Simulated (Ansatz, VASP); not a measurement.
## One calculation of CuO, two programs

```
Cu O
1.0
     4.67910   -3.48050    0.00000
     2.33955    1.74025    0.00000
    -0.76520    0.00000    5.06078
Cu O
4 4
Direct
  0.00000 0.50000 0.00000
  0.50000 0.50000 0.00000
  0.25000 0.00000 0.50000
  0.75000 0.00000 0.50000
  0.27385 0.45230 0.25000
  0.77385 0.45230 0.25000
  0.22615 0.54770 0.75000
  0.72615 0.54770 0.75000
```

Alike in both runs: task single point; functional PBE; k mesh 4 × 7 × 4; occupations fermi-dirac, width 0.05 eV; collinear spin.

|  | VASP | Ansatz |
| --- | --- | --- |
| version | VASP 6.6.1 | Ansatz 0.2.0 |
| potentials or method | VASP PAW PBE potentials, release 64 (Cu, O), cutoff 520 eV | PAW, plane waves, scalar-relativistic |
| valence electrons in the cell | 68 | 100 |

|  | VASP | Ansatz | Ansatz less VASP |
| --- | --- | --- | --- |
| pressure (GPa) | 7.6 | 6.8 | -0.74 |
| traceless stress, the component that is largest in VASP (GPa) | 2.55 | 2.36 | -0.195 |
| rms of the force components (eV/Å) | 0.091 | 0.071 | -0.0197 |
| net moment per atom (μB) | 0.00 | 0.00 | 0.000 |

Atom by atom the forces differ by 0.020 eV/Å (rms over components). VASP's potentials hold 68 valence electrons a cell and Ansatz's 100, so a difference there can come from the potentials and not from the codes. Ansatz's warnings: seeded moment not kept.
